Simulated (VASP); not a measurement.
# Tb4WO (F-43m) in VASP: further runs, part 2 of 2

VASP 6.6.1. Earlier steps stand in the parts before.

## 3. Single point, PBE

This run uses another cell than the first one, of 24.57 Å³/atom.

INCAR

```
SYSTEM = Tb4WO
PREC = Accurate
ENCUT = 600
EDIFF = 1E-6
ISMEAR = 0
SIGMA = 0.2
LREAL = .False.
LASPH = .True.
NELM = 200
ALGO = Normal
ISIF = 2
LWAVE = .False.
LCHARG = .True.
GGA = PE
LELF = .True.
LVHAR = .True.
NBANDS = 37
GGA_COMPAT = .False.
LMAXMIX = 6
```

KPOINTS

```
regular mesh
0
Gamma
  4 4 4
  0 0 0
```

POSCAR

```
Tb4WO
1.0
    0.0000000000      4.1929691382      4.1929691382
    4.1929691382      0.0000000000      4.1929691382
    4.1929691382      4.1929691382      0.0000000000
Tb W O
4 1 1
Direct
    0.3731308418      0.3731308418      0.3731308418
    0.3731308418      0.8806074745      0.3731308418
    0.8806074745      0.3731308418      0.3731308418
    0.3731308418      0.3731308418      0.8806074745
    0.0000000000      0.0000000000      0.0000000000
    0.7500000000      0.7500000000      0.7500000000
```

Potentials or basis: VASP PAW PBE potentials, release 64 (Tb_3, W_sv, O), 4f in core.

On the command line:

```bash
$ cat potpaw_PBE.64/Tb_3/POTCAR potpaw_PBE.64/W_sv/POTCAR potpaw_PBE.64/O/POTCAR > POTCAR
$ mpirun -np 1 vasp_std > vasp.out
```

OUTCAR:

```text
SYSTEM = Tb4WO
   PREC = Accurate
   ENCUT = 600
   EDIFF = 1E-6
   ISMEAR = 0
   LREAL = .False.
   LASPH = .True.
   NELM = 200
   ISIF = 2
   GGA = PE

 ion  position               nearest neighbor table
   1  0.373  0.373  0.373-   2 2.92   3 2.92   4 2.92   3 3.01   2 3.01   4 3.01   5 3.47   5 3.47
                             5 3.47
   2  0.373  0.881  0.373-   1 2.92   3 2.92   4 2.92   3 3.01   4 3.01   1 3.01   5 3.47   5 3.47
                             5 3.47
   3  0.881  0.373  0.373-   1 2.92   2 2.92   4 2.92   2 3.01   4 3.01   1 3.01   5 3.47   5 3.47
                             5 3.47
   4  0.373  0.373  0.881-   1 2.92   2 2.92   3 2.92   2 3.01   3 3.01   1 3.01   5 3.47   5 3.47
                             5 3.47
   5  0.000  0.000  0.000-   2 3.47   3 3.47   4 3.47   1 3.47   1 3.47   1 3.47   2 3.47   3 3.47
                             4 3.47   3 3.47   2 3.47   4 3.47
   6  0.750  0.750  0.750-

  LATTYP: Found a face centered cubic cell.
 ALAT       =     8.3859382764

  Lattice vectors:

 A1 = (   0.0000000000,   4.1929691382,   4.1929691382)
 A2 = (   4.1929691382,   0.0000000000,   4.1929691382)
 A3 = (   4.1929691382,   4.1929691382,   0.0000000000)
[... 169 lines left out ...]
 cond. band min:       3.7519786191   @ k =  -0.2500   0.5000   0.2500
 fundamental gap:      0.0607438578
 Fermi energy:         3.7378238068

 k-point     1 :       0.0000    0.0000    0.0000
  band No.  band energies     occupation
      1     -70.2464      2.00000
      2     -34.3515      2.00000
      3     -34.3515      2.00000
      4     -34.3515      2.00000
      5     -20.7415      2.00000
      6     -19.4453      2.00000
[... 309 lines left out ...]
     36       5.8380      0.00000
     37       6.0295      0.00000

------------------------ aborting loop because EDIFF is reached ----------------------------------------

  FORCE on cell =-STRESS in cart. coord.  units (eV):
  Direction    XX          YY          ZZ          XY          YZ          ZX
  --------------------------------------------------------------------------------------
  -------------------------------------------------------------------------------------
  Total        0.8929441      0.8929441      0.8929441      0.0000000      0.0000000      0.0000000
  in kB        9.7037563      9.7037563      9.7037563      0.0000000      0.0000000      0.0000000
  external PRESSURE =       9.7037563 kB  Pullay stress =       0.0000000 kB

 VOLUME and BASIS-vectors are now :
 -----------------------------------------------------------------------------
  energy-cutoff  :      600.00
  volume of cell :      147.43
      direct lattice vectors                 reciprocal lattice vectors
     0.000000000  4.192969138  4.192969138    -0.119247241  0.119247241  0.119247241
     4.192969138  0.000000000  4.192969138     0.119247241 -0.119247241  0.119247241
     4.192969138  4.192969138  0.000000000     0.119247241  0.119247241 -0.119247241

 POSITION                                       TOTAL-FORCE (eV/Angst)
 -----------------------------------------------------------------------------------
      3.12905      3.12905      3.12905         0.024099      0.024099      0.024099
      5.25689      3.12905      5.25689        -0.024099      0.024099     -0.024099
      3.12905      5.25689      5.25689         0.024099     -0.024099     -0.024099
      5.25689      5.25689      3.12905        -0.024099     -0.024099      0.024099
      0.00000      0.00000      0.00000        -0.000000     -0.000000     -0.000000
      6.28945      6.28945      6.28945        -0.000000     -0.000000     -0.000000
 -----------------------------------------------------------------------------------
    total drift:                                0.000000      0.000000      0.000000

  FREE ENERGIE OF THE ION-ELECTRON SYSTEM (eV)
  ---------------------------------------------------
  free  energy   TOTEN  =       -29.2683458565 eV

  energy  without entropy=      -29.1252283183  energy(sigma->0) =      -29.19678709
```

OSZICAR:

```text
N       E                     dE             d eps       ncg     rms          rms(c)
DAV:   1     0.398071969931E+03    0.39807E+03   -0.28718E+04   592   0.160E+03
DAV:   2     0.670571192010E+00   -0.39740E+03   -0.38800E+03   607   0.461E+02
DAV:   3    -0.333997185604E+02   -0.34070E+02   -0.32417E+02   792   0.910E+01
DAV:   4    -0.354020151592E+02   -0.20023E+01   -0.19398E+01   739   0.175E+01
DAV:   5    -0.354577119767E+02   -0.55697E-01   -0.55243E-01   792   0.275E+00    0.411E+01
DAV:   6    -0.466237958723E+02   -0.11166E+02   -0.16851E+02   707   0.285E+01    0.309E+01
DAV:   7    -0.303304362471E+02    0.16293E+02   -0.11260E+02   772   0.256E+01    0.169E+01
DAV:   8    -0.297673844059E+02    0.56305E+00   -0.87023E+00   795   0.893E+00    0.144E+01
DAV:   9    -0.293127880074E+02    0.45460E+00   -0.41005E+00   787   0.557E+00    0.249E+00
DAV:  10    -0.292841136021E+02    0.28674E-01   -0.47912E-01   809   0.210E+00    0.132E+00
DAV:  11    -0.292743192700E+02    0.97943E-02   -0.11427E-01   880   0.119E+00    0.727E-01
DAV:  12    -0.292695305717E+02    0.47887E-02   -0.29331E-02   830   0.593E-01    0.285E-01
DAV:  13    -0.292684481425E+02    0.10824E-02   -0.76676E-03   736   0.239E-01    0.106E-01
DAV:  14    -0.292683453780E+02    0.10276E-03   -0.72176E-04   779   0.101E-01    0.296E-02
DAV:  15    -0.292683587719E+02   -0.13394E-04   -0.99185E-05   704   0.405E-02    0.367E-02
DAV:  16    -0.292683467480E+02    0.12024E-04   -0.87510E-05   744   0.319E-02    0.153E-02
DAV:  17    -0.292683456473E+02    0.11007E-05   -0.93664E-06   632   0.111E-02    0.411E-03
DAV:  18    -0.292683458565E+02   -0.20921E-06   -0.77682E-07   424   0.374E-03
   1 F= -.29268346E+02 E0= -.29196787E+02  d E =-.143118E+00
```

stdout:

```text
POSCAR found type information on POSCAR TbW O
 POSCAR found :  3 types and       6 ions
 scaLAPACK will be used
 LDA part: xc-table for (Slater+PW92), standard interpolation
 POSCAR, INCAR and KPOINTS ok, starting setup
 FFT: planning ... GRIDC
 FFT: planning ... GRID_SOFT
 FFT: planning ... GRID
 WAVECAR not read
 entering main loop
```

Wall time 86 s (1 thread of Intel Xeon Platinum 8488C (Sapphire Rapids), shared host); peak memory 0.34 GiB.

Results:

| Property | Result |
| --- | --- |
| Free energy | -29.2683 eV |
| Pressure | 1.0 GPa |
| Largest force | 0.042 eV/Å |
| Band gap on the k mesh | zero (bands 28 and 29 overlap by 0.06 eV) |

Forces on the atoms (eV/Å):
```
Tb   0.024  0.024  0.024
Tb  -0.024  0.024 -0.024
Tb   0.024 -0.024 -0.024
Tb  -0.024 -0.024  0.024
W    0.000  0.000  0.000
O    0.000  0.000  0.000
```

Levels at points of the mesh, in eV from the Fermi level:
| k point | band 25 | band 26 | band 27 | band 28 | band 29 | band 30 | band 31 | band 32 |
| --- | --- | --- | --- | --- | --- | --- | --- | --- |
| (0.00, 0.00, 0.00) | -1.83 | -0.51 | -0.51 | 0.07 | 0.07 | 0.07 | 0.60 | 0.60 |
| (0.50, 0.00, 0.00) | -1.11 | -0.69 | -0.69 | -0.32 | 0.24 | 0.24 | 0.68 | 0.99 |
| (0.50, 0.50, 0.00) | -0.88 | -0.55 | -0.50 | -0.47 | 0.12 | 0.76 | 0.76 | 1.22 |

Caveat: spin-orbit coupling is left out, which moves the levels of the heavy elements; the 4f electrons are frozen in the core, so they carry no moment and show no levels; the run has no spin polarisation, though such a crystal can be magnetic. Spin polarisation is off, so any magnetic state and its effect on volume and gap are missing.
